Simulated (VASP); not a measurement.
# MnO2 (R-3m) in VASP: further runs

The runs below take MnO2 through single point, with PBEsol, LDA.

Everything below comes from runs of VASP 6.6.1. Logs are shortened: lines on timing, memory, paths and dates and some standing lists are left out, and cuts for length are marked.

**1. The cell of the first run**

The structure is trigonal, space group R-3m (No. 166). The conventional cell has a = 2.913 Å, b = 2.913 Å, c = 14.022 Å, α = 90.00°, β = 90.00°, γ = 120.00°. Mn (site symmetry -3m) has 6 O at 1.94 Å within 2.6 Å. Within 2.6 Å of O (site symmetry 3m) lie 3 Mn at 1.94 Å and 3 O at 2.56 Å.

**2. Single point, PBEsol, collinear spin, ferromagnetic start**

The input, INCAR:

```
SYSTEM = MnO2
  PREC = Accurate
  ENCUT = 520
  EDIFF = 1E-6
  ISMEAR = -1
  SIGMA = 0.05
  LREAL = .FALSE.
  LASPH = .TRUE.
  NELM = 150
  ALGO = Normal
  ISIF = 2
  LWAVE = .FALSE.
  LCHARG = .FALSE.
  ISPIN = 2
  MAGMOM = 4 0 0
  LORBIT = 11
  LMAXMIX = 4
  GGA = PS
  NBANDS = 24
```

The input, KPOINTS:

```
Automatic mesh
0
G
  11 11 11
  0 0 0
```

The input, POSCAR:

```
MnO2
1.0
    1.4564504782      0.8408820756      4.6738353618
   -1.4564504782      0.8408820756      4.6738353618
    0.0000000000     -1.6817641514      4.6738353618
Mn O
1 2
Direct
    0.0000000000      0.0000000000      0.0000000000
    0.7356355100      0.7356355100      0.7356355100
    0.2643644900      0.2643644900      0.2643644900
```

Potentials or basis: VASP PAW PBE potentials, release 64 (Mn_pv, O).

On the command line:

```console
> cat potpaw_PBE.64/Mn_pv/POTCAR potpaw_PBE.64/O/POTCAR > POTCAR
> mpirun -np 1 vasp_std > vasp.out
```

OUTCAR:

```text
SYSTEM = MnO2
   PREC = Accurate
   ENCUT = 520
   EDIFF = 1E-6
   ISMEAR = -1
   LREAL = .FALSE.
   LASPH = .TRUE.
   NELM = 150
   ISIF = 2
   ISPIN = 2
   LORBIT = 11
   GGA = PS

 ion  position               nearest neighbor table
   1  0.000  0.000  0.000-   2 1.94   2 1.94   3 1.94   3 1.94   2 1.94   3 1.94
   2  0.736  0.736  0.736-   1 1.94   1 1.94   1 1.94
   3  0.264  0.264  0.264-   1 1.94   1 1.94   1 1.94

  LATTYP: Found a trigonal (rhomboedric) cell.
 ALAT       =     4.9671991756
 COS(alpha) =     0.8280515398

  Lattice vectors:

 A1 = (   1.4564504782,   0.8408820756,   4.6738353618)
 A2 = (  -1.4564504782,   0.8408820756,   4.6738353618)
 A3 = (   0.0000000000,  -1.6817641514,   4.6738353618)

Analysis of symmetry for initial positions (statically):
=====================================================================
 Subroutine PRICEL returns:
 Original cell was already a primitive cell.

 Routine SETGRP: Setting up the symmetry group for a
 trigonal (rhombohedral) supercell.

 Subroutine GETGRP returns: Found 12 space group operations
 (whereof 12 operations were pure point group operations)
 out of a pool of 12 trial point group operations.

The static configuration has the point symmetry D_3d.

Analysis of symmetry for dynamics (positions and initial velocities):
=====================================================================
 Subroutine PRICEL returns:
 Original cell was already a primitive cell.

 Routine SETGRP: Setting up the symmetry group for a
 trigonal (rhombohedral) supercell.

 Subroutine GETGRP returns: Found 12 space group operations
 (whereof 12 operations were pure point group operations)
 out of a pool of 12 trial point group operations.

The dynamic configuration has the point symmetry D_3d.

Analysis of structural, dynamic, and magnetic symmetry:
=====================================================================
 Subroutine PRICEL returns:
 Original cell was already a primitive cell.

 Routine SETGRP: Setting up the symmetry group for a
 trigonal (rhombohedral) supercell.

 Subroutine GETGRP returns: Found 12 space group operations
 (whereof 12 operations were pure point group operations)
 out of a pool of 12 trial point group operations.

The overall configuration has the point symmetry D_3d.

 Subroutine INISYM returns: Found 12 space group operations
 (whereof 12 operations are pure point group operations),
 and found     1 'primitive' translations

----------------------------------------------------------------------------------------

                                     Primitive cell

  volume of cell :      34.3444

  direct lattice vectors                    reciprocal lattice vectors
     1.456450478  0.840882076  4.673835362     0.343300378  0.198204566  0.071319015
    -1.456450478  0.840882076  4.673835362    -0.343300378  0.198204566  0.071319015
     0.000000000 -1.681764151  4.673835362     0.000000000 -0.396409132  0.071319015

  length of vectors
     4.967199176  4.967199176  4.967199176     0.402773635  0.402773635  0.402773635

  position of ions in fractional coordinates (direct lattice)
     0.000000000  0.000000000  0.000000000
     0.735635510  0.735635510  0.735635510
     0.264364490  0.264364490  0.264364490

  ion indices of the primitive-cell ions
   primitive index   ion index
                 1           1
                 2           2
                 3           3

----------------------------------------------------------------------------------------

 KPOINTS: Automatic mesh

Automatic generation of k-mesh.
 Grid dimensions read from file:
 generate k-points for:   11   11   11

 Generating k-lattice:

  Cartesian coordinates                     Fractional coordinates (reciprocal lattice)
     0.031209125  0.018018597  0.006483547     0.090909091 -0.000000000  0.000000000
    -0.031209125  0.018018597  0.006483547    -0.000000000  0.090909091  0.000000000
     0.000000000 -0.036037194  0.006483547     0.000000000  0.000000000  0.090909091

  Length of vectors
     0.036615785  0.036615785  0.036615785

  Shift w.r.t. Gamma in fractional coordinates (k-lattice)
     0.000000000  0.000000000  0.000000000

 Subroutine IBZKPT returns following result:
 ===========================================

 Found    146 irreducible k-points:

 Following reciprocal coordinates:
            Coordinates               Weight
  0.000000  0.000000  0.000000      1.000000
  0.090909  0.000000  0.000000      6.000000
  0.181818  0.000000  0.000000      6.000000
  0.272727  0.000000  0.000000      6.000000
  0.363636  0.000000  0.000000      6.000000
  0.454545  0.000000 -0.000000      6.000000
[... 16 lines left out ...]
 -0.272727  0.181818 -0.000000     12.000000
 -0.181818  0.181818  0.000000      6.000000
 [... further k-points ...]
   k-points           NKPTS =    146   k-points in BZ     NKDIM =    146   number of bands    NBANDS=     24
   number of dos      NEDOS =    301   number of ions     NIONS =      3
   total plane-waves  NPLWV =  64000
   dimension x,y,z NGX =    40 NGY =   40 NGZ =   40
   dimension x,y,z NGXF=    80 NGYF=   80 NGZF=   80
   ions per type =               1   2
   NGX,Y,Z   is equivalent  to a cutoff of  13.39, 13.39, 13.39 a.u.
   NGXF,Y,Z  is equivalent  to a cutoff of  26.77, 26.77, 26.77 a.u.
 SYSTEM =  MnO2
   PREC   = accura    normal or accurate (medium, high low for compatibility)
   ISTART =      0    job   : 0-new  1-cont  2-samecut
   ICHARG =      2    charge: 1-file 2-atom 10-const
   ISPIN  =      2    spin polarized calculation?
   LNONCOLLINEAR =      F non collinear calculations
   LSORBIT =      F    spin-orbit coupling
   LASPH  =      T    aspherical Exc in radial PAW
   ENCUT  =  520.0 eV  38.22 Ry    6.18 a.u.   9.24  9.24  9.24*2*pi/ulx,y,z
   NELM   =    150;   NELMIN=  2; NELMDL= -5     # of ELM steps
   EDIFF  = 0.1E-05   stopping-criterion for ELM
   LREAL  =      F    real-space projection
   EDIFFG = 0.1E-04   stopping-criterion for IOM
   NSW    =      0    number of steps for IOM
   IBRION =     -1    ionic relax: 0-MD 1-quasi-New 2-CG
   NFREE  =      0    steps in history (QN), initial steepest desc. (CG)
   ISIF   =      2    stress and relaxation
   ISYM   =      2    0-nonsym 1-usesym 2-fastsym
   POTIM  = 0.5000    time-step for ionic-motion
   TEBEG  =    0.0;   TEEND  =   0.0 temperature during run
   PSTRESS=    0.0 pullay stress
   NELECT =      25.0000    total number of electrons
   NUPDOWN=      -1.0000    fix difference up-down
   EMIN   =  10.00;   EMAX   =-10.00  energy-range for DOS
   EFERMI =   0.00;   METHOD = LEGACY
   ISMEAR =    -1;   SIGMA  =   0.05  broadening in eV -4-tet -1-fermi 0-gaus
   EFERMI_NEDOS =   21; number of points for ismear=-14 and -15
   IALGO  =     38    algorithm
   IMIX   =      4    mixing-type and parameters
     AMIX     =   0.40;   BMIX     =  1.00
     AMIX_MAG =   1.60;   BMIX_MAG =  1.00
  volume/ion in A,a.u.               =      11.45        77.26
  Fermi-wavevector in a.u.,A,eV,Ry     =   1.472662  2.782927 29.507399  2.168733
  Thomas-Fermi vector in A             =   2.587649
   LORBIT       =     11    0 simple, 1 ext, 2 COOP (PROOUT), +10 PAW based schemes
   GGA     = PS    functional components
   LHFCALC =     F    Hartree Fock is set to
   AEXX    =    0.0000 exact exchange contribution
   IVDW    =     0    specifies the selected vdW correction
   LEPSILON=     F    determine dielectric tensor
   LRPA    =     F    only Hartree local field effects (RPA)
 spin polarized calculation
  energy-cutoff  :      520.00
  volume of cell :       34.34
 maximum number of plane-waves:       956
 NGX is ok and might be reduce to    40
   NGX = 19   NGY = 19   NGZ = 19

 number of electron      25.0000001 magnetization       3.0000089

 Free energy of the ion-electron system (eV)
  ---------------------------------------------------
  ext. energy  EPLUGINS =         0.00000000
  ---------------------------------------------------
  free energy    TOTEN  =       -24.97997202 eV

  energy without entropy =      -24.97996897  energy(sigma->0) =      -24.97997050

 E-fermi :   2.9717     XC(G=0): -10.7630

 val. band max:        2.4842966579   @ k =  -0.4545   0.4545   0.3636
 cond. band min:       3.4192439953   @ k =   0.0000   0.0000   0.0000
 fundamental gap:      0.9349473374
 Fermi energy:         2.9716809140

 spin component 1

 k-point     1 :       0.0000    0.0000    0.0000
  band No.  band energies     occupation
      1     -47.5792      1.00000
      2     -47.5792      1.00000
      3     -47.5684      1.00000
      4     -16.5658      1.00000
      5     -14.4208      1.00000
      6      -3.3941      1.00000
[... 16 lines left out ...]
     23      24.9495      0.00000
     24      24.9495      0.00000
[... 598 lines left out ...]
      2     -47.6086      1.00000
      3     -47.5537      1.00000
      4     -15.6099      1.00000
      5     -14.6748      1.00000
      6      -2.9939      1.00000
[... 16 lines left out ...]
     23      22.5095      0.00000
     24      25.6096      0.00000

 [... further k-points ...]

 spin component 2

 k-point     1 :       0.0000    0.0000    0.0000
  band No.  band energies     occupation
      1     -44.4831      1.00000
      2     -44.4831      1.00000
      3     -44.3115      1.00000
      4     -16.4466      1.00000
      5     -14.3559      1.00000
      6      -2.5787      1.00000
[... 16 lines left out ...]
     23      25.6409      0.00000
     24      25.6409      0.00000
[... 598 lines left out ...]
      2     -44.5175      1.00000
      3     -44.2927      1.00000
      4     -15.5071      1.00000
      5     -14.5880      1.00000
      6      -2.2150      1.00000
[... 16 lines left out ...]
     23      23.0584      0.00000
     24      26.0058      0.00000

 [... further k-points ...]

------------------------ aborting loop because EDIFF is reached ----------------------------------------

  FORCE on cell =-STRESS in cart. coord.  units (eV):
  Direction    XX          YY          ZZ          XY          YZ          ZX
  --------------------------------------------------------------------------------------
  -------------------------------------------------------------------------------------
  Total       -2.8212965     -2.8212965     -1.5690144      0.0000000      0.0000000      0.0000000
  in kB     -131.6145272   -131.6145273    -73.1951060      0.0000000      0.0000000      0.0000000
  external PRESSURE =    -112.1413868 kB  Pullay stress =       0.0000000 kB

 VOLUME and BASIS-vectors are now :
 -----------------------------------------------------------------------------
  energy-cutoff  :      520.00
  volume of cell :       34.34
      direct lattice vectors                 reciprocal lattice vectors
     1.456450478  0.840882076  4.673835362     0.343300378  0.198204566  0.071319015
    -1.456450478  0.840882076  4.673835362    -0.343300378  0.198204566  0.071319015
     0.000000000 -1.681764151  4.673835362     0.000000000 -0.396409132  0.071319015

 POSITION                                       TOTAL-FORCE (eV/Angst)
 -----------------------------------------------------------------------------------
      0.00000      0.00000      0.00000        -0.000000      0.000000     -0.000000
      0.00000     -0.00000     10.31472         0.000000      0.000000     -0.840347
      0.00000     -0.00000      3.70679         0.000000     -0.000000      0.840347
 -----------------------------------------------------------------------------------
    total drift:                               -0.000000     -0.000000      0.000000

  FREE ENERGIE OF THE ION-ELECTRON SYSTEM (eV)
  ---------------------------------------------------
  free  energy   TOTEN  =       -24.9799720187 eV

  energy  without entropy=      -24.9799689718  energy(sigma->0) =      -24.97997050

 total charge

# of ion       s       p       d       tot
------------------------------------------
    1        0.338   6.426   4.874  11.638
    2        1.577   3.365   0.000   4.942
    3        1.577   3.365   0.000   4.942
--------------------------------------------------
tot          3.492  13.156   4.874  21.522

 magnetization (x)

# of ion       s       p       d       tot
------------------------------------------
    1        0.030   0.038   2.827   2.895
    2        0.004   0.009   0.000   0.013
    3        0.004   0.009   0.000   0.013
--------------------------------------------------
tot          0.037   0.057   2.827   2.921
```

Run time: 19 min. Hardware: 1 thread of Intel Xeon 8259CL, shared host; peak memory 0.41 GiB.

Results:

```
Free energy                                           : -24.9800 eV
Pressure                                              : -11.2 GPa
Largest force                                         : 0.840 eV/Å
Band gap on the k mesh                                : 0.93 eV (least direct gap 1.02 eV)
Net moment                                            : 3.00 μB per cell
Site moments                                          : Mn +2.90; O +0.01 μB
Valence electrons inside the program's atomic spheres : Mn 11.64; O 4.94
```

Forces on the atoms (eV/Å):
```
Mn   0.000  0.000  0.000
O    0.000  0.000 -0.840
O    0.000  0.000  0.840
```

Caveat: the stress differs along the axes, from -13 to -7 GPa; the PAW data sets were made with another functional, which shifts forces and pressure a little; a cell with one magnetic atom can't hold antiferromagnetic order, which such compounds often take. A k mesh can miss the band edges.

**3. Single point, LDA, collinear spin, ferromagnetic start (11.45 Å³/atom)**

The input, INCAR:

```
PREC = Accurate
ENCUT = 520
EDIFF = 1E-7
ISMEAR = -1
SIGMA = 0.05
LREAL = F
LASPH = T
NELM = 150
ALGO = Normal
ISIF = 2
LWAVE = F
LCHARG = F
ISPIN = 2
MAGMOM = 4 0 0
LORBIT = 11
LMAXMIX = 4
GGA = CA
NBANDS = 24
```

The input, KPOINTS:

```
Automatic mesh
0
Gamma
  11 11 11
```

POSCAR is that of step 2.

Potentials or basis: VASP PAW LDA potentials, release 64 (Mn_pv, O).

On the command line:

```console
> cat potpaw_LDA.64/Mn_pv/POTCAR potpaw_LDA.64/O/POTCAR > POTCAR
> mpirun -np 1 vasp_std > vasp.out
```

It took 17 min on 1 thread of Intel Xeon 8259CL, shared host; peak memory 0.33 GiB.

Results (log left out):

```
Free energy                                           : -25.9705 eV
Pressure                                              : -17.3 GPa
Largest force                                         : 1.205 eV/Å
Band gap on the k mesh                                : 0.55 eV (least direct gap 0.61 eV)
Net moment                                            : 3.00 μB per cell
Site moments                                          : Mn +2.84; O +0.04 μB
Valence electrons inside the program's atomic spheres : Mn 11.65; O 4.93
```

Forces in eV/Å, atoms in the order of the input:
```
Mn   0.000  0.000  0.000
O    0.000  0.000 -1.205
O    0.000  0.000  1.205
```

Stress tensor (GPa, compression positive):
```
-19.76   0.00   0.00
  0.00 -19.76   0.00
  0.00   0.00 -12.51
```

Levels at points of the mesh, in eV from the valence-band top:
Spin up:
```csv
k point,band 10,band 11,band 12,band 13,band 14,band 15,band 16,band 17,band 18,band 19
"(0.00, 0.00, 0.00)",-2.18,-1.39,-1.39,-1.09,-0.27,2.55,2.55,6.56,9.84,14.02
```
Spin down:
| k point | band 8 | band 9 | band 10 | band 11 | band 12 | band 13 | band 14 | band 15 |
| --- | --- | --- | --- | --- | --- | --- | --- | --- |
| (0.00, 0.00, 0.00) | -4.75 | -1.29 | -1.29 | -0.94 | 0.55 | 0.55 | 2.09 | 3.92 |

Caveat: the stress differs along the axes, from -20 to -13 GPa; semilocal functionals underestimate gaps, and a narrow one can read as zero; a cell with one magnetic atom can't hold antiferromagnetic order, which such compounds often take; forces of over 1 eV/Å act on the atoms, so gaps and moduli don't describe the material at rest. A k mesh can miss the band edges.
